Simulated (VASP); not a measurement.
# Sn (Cmce) in VASP: single point with PBE

Aim: the single point of Sn with PBE.

Program: VASP 6.6.1. These are calculated values, not measurements. Logs are shortened: lines on timing, memory, paths and dates and some standing lists are left out, and cuts for length are marked.

### Step 1. The cell of the first run

It takes space group Cmce (No. 64, orthorhombic). Conventional cell: a = 5.572 Å, b = 9.841 Å, c = 4.670 Å, α = 90.00°, β = 90.00°, γ = 90.00°. Sn (site symmetry m) has 7 Sn at 3.05 to 3.54 Å within 4.0 Å.

### Step 2. Single point, PBE

INCAR

```
SYSTEM = Sn
PREC = Accurate
ENCUT = 520
EDIFF = 1E-6
ISMEAR = 0
SIGMA = 0.1
LREAL = .FALSE.
LASPH = .TRUE.
NELM = 80
ALGO = Fast
ISIF = 2
LWAVE = .FALSE.
LCHARG = .FALSE.
GGA = PE
NBANDS = 36
```

KPOINTS

```
regular mesh
0
G
  10 10 10
  0 0 0
```

POSCAR

```
Sn
1.0
    2.7859956547     -4.9205611196      0.0000000000
    2.7859956547      4.9205611196      0.0000000000
    0.0000000000      0.0000000000      4.6695407415
Sn
4
Direct
    0.1501681812      0.8498318188      0.1037515303
    0.6501681812      0.3498318188      0.3962484697
    0.8498318188      0.1501681812      0.8962484697
    0.3498318188      0.6501681812      0.6037515303
```

Potentials or basis: VASP PAW PBE potentials, release 64 (Sn_d).

Run with:

```sh
cat potpaw_PBE.64/Sn_d/POTCAR > POTCAR
mpirun -np 1 vasp_std > vasp.out
```

OUTCAR:

```text
SYSTEM = Sn
   PREC = Accurate
   ENCUT = 520
   EDIFF = 1E-6
   ISMEAR = 0
   LREAL = .FALSE.
   LASPH = .TRUE.
   NELM = 80
   ISIF = 2
   GGA = PE

 ion  position               nearest neighbor table
   1  0.150  0.850  0.104-   4 3.05   4 3.05   2 3.10   2 3.10   3 3.11   3 3.54   3 3.54
   2  0.650  0.350  0.396-   3 3.05   3 3.05   1 3.10   1 3.10   4 3.11   4 3.54   4 3.54
   3  0.850  0.150  0.896-   2 3.05   2 3.05   4 3.10   4 3.10   1 3.11   1 3.54   1 3.54
   4  0.350  0.650  0.604-   1 3.05   1 3.05   3 3.10   3 3.10   2 3.11   2 3.54   2 3.54

  LATTYP: Found a base centered orthorhombic cell.
 ALAT       =     5.5719913094
 B/A-ratio  =     1.7661768823
 C/A-ratio  =     0.8380380518

  Lattice vectors:

 A1 = (   2.7859956547,  -4.9205611196,   0.0000000000)
 A2 = (   2.7859956547,   4.9205611196,   0.0000000000)
 A3 = (   0.0000000000,   0.0000000000,   4.6695407415)

Analysis of symmetry for initial positions (statically):
=====================================================================
 Subroutine PRICEL returns:
 Original cell was already a primitive cell.

 Routine SETGRP: Setting up the symmetry group for a
 base centered orthorhombic supercell.

 Subroutine GETGRP returns: Found  8 space group operations
 (whereof  4 operations were pure point group operations)
 out of a pool of  8 trial point group operations.

The static configuration has the point symmetry C_2h.
 The point group associated with its full space group is D_2h.

Analysis of symmetry for dynamics (positions and initial velocities):
=====================================================================
 Subroutine PRICEL returns:
 Original cell was already a primitive cell.

 Routine SETGRP: Setting up the symmetry group for a
 base centered orthorhombic supercell.

 Subroutine GETGRP returns: Found  8 space group operations
 (whereof  4 operations were pure point group operations)
 out of a pool of  8 trial point group operations.

The dynamic configuration has the point symmetry C_2h.
 The point group associated with its full space group is D_2h.

 Subroutine INISYM returns: Found  8 space group operations
 (whereof  4 operations are pure point group operations),
 and found     1 'primitive' translations

----------------------------------------------------------------------------------------

                                     Primitive cell

  volume of cell :     128.0263

  direct lattice vectors                    reciprocal lattice vectors
[... 88 lines left out ...]
   LASPH  =      T    aspherical Exc in radial PAW
   ENCUT  =  520.0 eV  38.22 Ry    6.18 a.u.  10.51 10.51  8.68*2*pi/ulx,y,z
   NELM   =     80;   NELMIN=  2; NELMDL= -5     # of ELM steps
   EDIFF  = 0.1E-05   stopping-criterion for ELM
   LREAL  =      F    real-space projection
   EDIFFG = 0.1E-04   stopping-criterion for IOM
   NSW    =      0    number of steps for IOM
   IBRION =     -1    ionic relax: 0-MD 1-quasi-New 2-CG
   NFREE  =      0    steps in history (QN), initial steepest desc. (CG)
   ISIF   =      2    stress and relaxation
   ISYM   =      2    0-nonsym 1-usesym 2-fastsym
   POTIM  = 0.5000    time-step for ionic-motion
   TEBEG  =    0.0;   TEEND  =   0.0 temperature during run
   PSTRESS=    0.0 pullay stress
   NELECT =      56.0000    total number of electrons
   NUPDOWN=      -1.0000    fix difference up-down
   EMIN   =  10.00;   EMAX   =-10.00  energy-range for DOS
   EFERMI =   0.00;   METHOD = LEGACY
   ISMEAR =     0;   SIGMA  =   0.10  broadening in eV -4-tet -1-fermi 0-gaus
   EFERMI_NEDOS =   21; number of points for ismear=-14 and -15
   IALGO  =     68    algorithm
   IMIX   =      4    mixing-type and parameters
     AMIX     =   0.40;   BMIX     =  1.00
     AMIX_MAG =   1.60;   BMIX_MAG =  1.00
  volume/ion in A,a.u.               =      32.01       215.99
  Fermi-wavevector in a.u.,A,eV,Ry     =   1.242714  2.348388 21.011986  1.544337
  Thomas-Fermi vector in A             =   2.377056
   LORBIT       =      0    0 simple, 1 ext, 2 COOP (PROOUT), +10 PAW based schemes
   GGA     = PE    functional components
   LHFCALC =     F    Hartree Fock is set to
   AEXX    =    0.0000 exact exchange contribution
   IVDW    =     0    specifies the selected vdW correction
   LEPSILON=     F    determine dielectric tensor
   LRPA    =     F    only Hartree local field effects (RPA)
 non-spin polarized calculation
 RMM-DIIS sequential band-by-band and
 Gauss-broadening in eV      SIGMA  =   0.10
  energy-cutoff  :      520.00
  volume of cell :      128.03
 maximum number of plane-waves:      3485
   NGX = 21   NGY = 21   NGZ = 17

 number of electron      56.0000033 magnetization

 Free energy of the ion-electron system (eV)
  ---------------------------------------------------
  ext. energy  EPLUGINS =         0.00000000
  ---------------------------------------------------
  free energy    TOTEN  =       -14.95183458 eV

  energy without entropy =      -14.94138253  energy(sigma->0) =      -14.94660856

 E-fermi :   6.1475     XC(G=0):  -9.4233

 val. band max:        6.1393956928   @ k =  -0.2000   0.1000   0.2000
 cond. band min:       6.1491492778   @ k =  -0.3000   0.1000   0.0000
 fundamental gap:      0.0097535849
 Fermi energy:         6.1474999052

 k-point     1 :       0.0000    0.0000    0.0000
  band No.  band energies     occupation
      1     -15.3561      2.00000
      2     -15.3520      2.00000
      3     -15.3495      2.00000
      4     -15.2959      2.00000
      5     -15.2823      2.00000
      6     -15.2592      2.00000
[... 925 lines left out ...]
     35      11.1531      0.00000
     36      11.3098      0.00000

 [... further k-points ...]
[... 5 lines left out ...]
  --------------------------------------------------------------------------------------
  -------------------------------------------------------------------------------------
  Total       -0.0378876     -0.0413427     -0.0515756      0.0000000      0.0000000      0.0000000
  in kB       -0.4741425     -0.5173809     -0.6454396      0.0000000      0.0000000      0.0000000
  external PRESSURE =      -0.5456544 kB  Pullay stress =       0.0000000 kB

 VOLUME and BASIS-vectors are now :
 -----------------------------------------------------------------------------
  energy-cutoff  :      520.00
  volume of cell :      128.03
      direct lattice vectors                 reciprocal lattice vectors
     2.785995655 -4.920561120  0.000000000     0.179469052 -0.101614427  0.000000000
     2.785995655  4.920561120  0.000000000     0.179469052  0.101614427  0.000000000
     0.000000000  0.000000000  4.669540741     0.000000000  0.000000000  0.214153823

 POSITION                                       TOTAL-FORCE (eV/Angst)
 -----------------------------------------------------------------------------------
      2.78600      3.44274      0.48447         0.000000      0.004961      0.000920
      2.78600     -1.47782      1.85030         0.000000      0.004961     -0.000920
      2.78600     -3.44274      4.18507         0.000000     -0.004961     -0.000920
      2.78600      1.47782      2.81924         0.000000     -0.004961      0.000920
 -----------------------------------------------------------------------------------
    total drift:                                0.000000     -0.000000      0.000000

  FREE ENERGIE OF THE ION-ELECTRON SYSTEM (eV)
  ---------------------------------------------------
  free  energy   TOTEN  =       -14.9518345849 eV

  energy  without entropy=      -14.9413825316  energy(sigma->0) =      -14.94660856
```

It took 7.5 min on 1 thread of Intel Xeon 6975P-C (Granite Rapids), shared host; peak memory 0.68 GiB.

What came out:

```yaml
Free_energy: -14.9518 eV
Pressure: -0.1 GPa
Largest_force: 0.005 eV/Å
Band_gap_on_the_k_mesh: zero (bands 28 and 29 overlap by 1.39 eV)
```

Forces on the atoms (eV/Å):
```
Sn   0.000  0.005  0.001
Sn   0.000  0.005 -0.001
Sn   0.000 -0.005 -0.001
Sn   0.000 -0.005  0.001
```

Caveat: spin-orbit coupling is left out, which moves the levels of the heavy elements.
